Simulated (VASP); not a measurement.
A run of VASP 6.6.1 is set up as follows.

Contents of INCAR:

```
SYSTEM = Al
PREC = Accurate ; ENCUT = 520
EDIFF = 1E-6 ; ISMEAR = -1
SIGMA = 0.1 ; LREAL = .FALSE.
LASPH = .TRUE. ; NELM = 80
ALGO = Normal ; ISIF = 2
LWAVE = .FALSE. ; LCHARG = .FALSE.
GGA = B5 ; ALDAX = 1.0
AGGAX = 1.0 ; AGGAC = 1.0
ALDAC = 0.0 ; NBANDS = 8
```

Contents of KPOINTS:

```
regular mesh
0
G
  15 15 15
  0 0 0
```

The input POSCAR:

```
Al
1.0
   -1.6997878092      1.6997878092      1.6997878092
    1.6997878092     -1.6997878092      1.6997878092
    1.6997878092      1.6997878092     -1.6997878092
Al
1
Direct
    0.0000000000      0.0000000000      0.0000000000
```

Potentials or basis: VASP PAW PBE potentials, release 64 (Al).

The run is started by

```sh
$ cat potpaw_PBE.64/Al/POTCAR > POTCAR
$ mpirun -np 1 vasp_std > vasp.out
```

(1) Estimate the pressure.

Answers

(1) -3.0 GPa.

Caveat: the PAW data sets were made with another functional, which shifts forces and pressure a little.
